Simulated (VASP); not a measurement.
Runs of VASP 6.6.1 on ZrC. The structure is that of space group Fm-3m (No. 225), or close to it. The cells are those of the table. 

```tsv
task	level	potentials or basis	cell	k mesh	cutoff (eV)	gap on the mesh (eV)	pressure (GPa)
single point	r2SCAN	VASP PAW PBE potentials, release 64 (Zr_sv, C)	a = 3.397 Å, angles 60.0°, 2 atoms	12 × 12 × 12	520	none	(a)
single point	PBEsol	VASP PAW PBE potentials, release 64 (Zr_sv, C)	a = 3.302 Å, angles 60.0°, 2 atoms	11 × 11 × 11	520	none	0.2
single point	r2SCAN	VASP PAW PBE potentials, release 64 (Zr_sv, C)	a = 3.310 Å, angles 60.0°, 2 atoms	12 × 12 × 12	520	none	5.0
relaxation of cell and atoms	PBE	VASP PAW PBE potentials, release 64 (Zr_sv, C)	relaxed from a = 3.345 Å, angles 60.0°, 2 atoms	11 × 11 × 11	600	none	0.0
single point	r2SCAN	VASP PAW PBE potentials, release 64 (Zr_sv, C)	a = 3.332 Å, angles 60.0°, 2 atoms	12 × 12 × 12	520	none	0.1
single point	LDA	VASP PAW LDA potentials, release 64 (Zr_sv, C)	a = 3.283 Å, angles 60.0°, 2 atoms	11 × 11 × 11	520	none	0.5
single point	r2SCAN	VASP PAW PBE potentials, release 64 (Zr_sv, C)	a = 3.332 Å, angles 60.0°, 2 atoms	11 × 11 × 11	520	none	0.2
single point	r2SCAN	VASP PAW PBE potentials, release 64 (Zr_sv, C)	a = 3.354 Å, angles 60.0°, 2 atoms	12 × 12 × 12	520	none	-4.2
single point	r2SCAN	VASP PAW PBE potentials, release 64 (Zr_sv, C)	a = 3.264 Å, angles 60.0°, 2 atoms	12 × 12 × 12	520	none	16.3
single point	r2SCAN	VASP PAW PBE potentials, release 64 (Zr_sv, C)	a = 3.287 Å, angles 60.0°, 2 atoms	12 × 12 × 12	520	none	(b)
single point	PBE	VASP PAW PBE potentials, release 64 (Zr_sv, C)	a = 3.330 Å, angles 60.0°, 2 atoms	11 × 11 × 11	520	none	0.2
single point	r2SCAN	VASP PAW PBE potentials, release 64 (Zr_sv, C)	a = 3.376 Å, angles 60.0°, 2 atoms	12 × 12 × 12	520	none	-8.2
```

Alike in all rows: no spin polarisation; smearing fermi-dirac 0.1 eV.

**Question.** Fill in the values left out.

**Answer.** (a) -11.8; (b) 10.3.

Caveats: the PAW data sets were made with another functional, which shifts forces and pressure a little (some runs).

A k mesh can miss the band edges, and the runs leave out spin-orbit coupling on Zr.

A gap of «none» marks levels without a gap at the run's occupations.
